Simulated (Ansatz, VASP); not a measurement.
Two plane-wave programs on Cd2Se3

```xyz
10
Lattice="6.8266 0.0000 0.0000 -3.4133 5.9120 0.0000 0.0000 0.0000 8.1423" Properties=species:S:1:pos:R:3 pbc="T T T"
Cd    0.0000    3.9414    5.2947
Cd    3.4133    1.9707    1.2235
Cd    0.0000    3.9414    1.2284
Cd    3.4133    1.9707    5.2995
Se    1.7080    2.9553    3.2637
Se    3.4133    0.0015    3.2637
Se    5.1186    2.9553    3.2637
Se    1.7053    2.9568    7.3349
Se    0.0000    5.9105    7.3349
Se   -1.7053    2.9568    7.3349
```

Alike in both runs: functional PBE; k mesh 3 × 3 × 2; occupations gaussian, width 0.2 eV; no spin polarisation.

Ansatz relaxed the structure, and its values are those at the end. VASP's run is a single point on that final structure, the one shown.

|  | VASP | Ansatz |
| --- | --- | --- |
| version | VASP 6.6.1 | Ansatz 0.2.0 |
| potentials or method | VASP PAW PBE potentials, release 64 (Cd, Se), cutoff 520 eV | scalar-relativistic, plane waves, PAW |
| valence electrons in the cell | 84 | 176 |

```csv
,VASP,Ansatz,Ansatz less VASP
gap on the k mesh at the Fermi level (eV),none,none,-
pressure (GPa),-0.3,-0.5,-0.20
rms of the force components (eV/Å),0.005,0.004,-0.0004
```

A gap of «none» marks a metal or a gap that the smearing closes. VASP's potentials hold 84 valence electrons a cell and Ansatz's 176, so a difference there can come from the potentials and not from the codes.

The k mesh is coarse, so the values compare programs but aren't converged.
